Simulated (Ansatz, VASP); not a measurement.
**AlRu: VASP beside Ansatz**

The input INCAR:

```
PREC     = Accurate       # precision mode
ENCUT    = 520            # plane-wave cutoff, eV
EDIFF    = 1E-6           # SCF threshold, eV
ISMEAR   = 0              # smearing method
SIGMA    = 0.15           # smearing width, eV
LREAL    = False          # projectors in reciprocal space
LASPH    = True           # aspherical terms in the spheres
NELM     = 60             # most SCF steps
ALGO     = Fast           # electronic algorithm
ISIF     = 2              # what is computed and relaxed
LWAVE    = False          # write WAVECAR
LCHARG   = True           # write CHGCAR
GGA      = PE             # functional
LELF     = True           # ELF
LVHAR    = True         
NBANDS   = 16             # bands
```

KPOINTS

```
regular mesh
0
Gamma
  16 16 16
```

File POSCAR:

```
AlRu
1.0
    2.9467260000      0.0000000000      0.0000000000
    0.0000000000      2.9467260000      0.0000000000
    0.0000000000      0.0000000000      3.0364740000
Al Ru
1 1
Direct
    0.0000000000      0.0000000000      0.0000000000
    0.5000000000      0.5000000000      0.5000000000
```

Input for Ansatz:

```yaml
crystal:
  lattice:
    - [2.946726, 0.0, 0.0]
    - [0.0, 2.946726, 0.0]
    - [0.0, 0.0, 3.036474]
  atoms:
    - { symbol: Al, position: [0.0, 0.0, 0.0] }
    - { symbol: Ru, position: [0.5, 0.5, 0.5] }
basis:
  ecutwfc: 420
kpoints:
  mp_grid: { grid: [16, 16, 16] }
hamiltonian:
  xc: pbe
scf:
  occupations: { method: gaussian, width: 0.15 }
output:
  forces: true
  stress: true
  eigenvalues: true
```

Change from the starting cell: strain -0.015 along x and y, +0.015 along z, atoms carried along.

Alike in both runs: task single point; functional PBE; k mesh 16 × 16 × 16; occupations gaussian, width 0.15 eV; no spin polarisation.

```csv
,VASP,Ansatz
version,VASP 6.6.1,Ansatz 0.2.0
potentials or method,"VASP PAW PBE potentials, release 64 (Al, Ru_pv), cutoff 520 eV","scalar-relativistic, plane waves, PAW"
valence electrons in the cell,17,19
```

VASP gave:

```
gap on the k mesh at the Fermi level (eV)                     : none
pressure (GPa)                                                : 6.1
traceless stress, the component that is largest in VASP (GPa) : -3.52
```

Estimate Ansatz's values.

gap on the k mesh at the Fermi level (eV): none; pressure (GPa): 6.1; traceless stress, the component that is largest in VASP (GPa): -3.51.

A gap of «none» marks a metal or a gap that the smearing closes. VASP's potentials hold 17 valence electrons a cell and Ansatz's 19, so a difference there can come from the potentials and not from the codes.
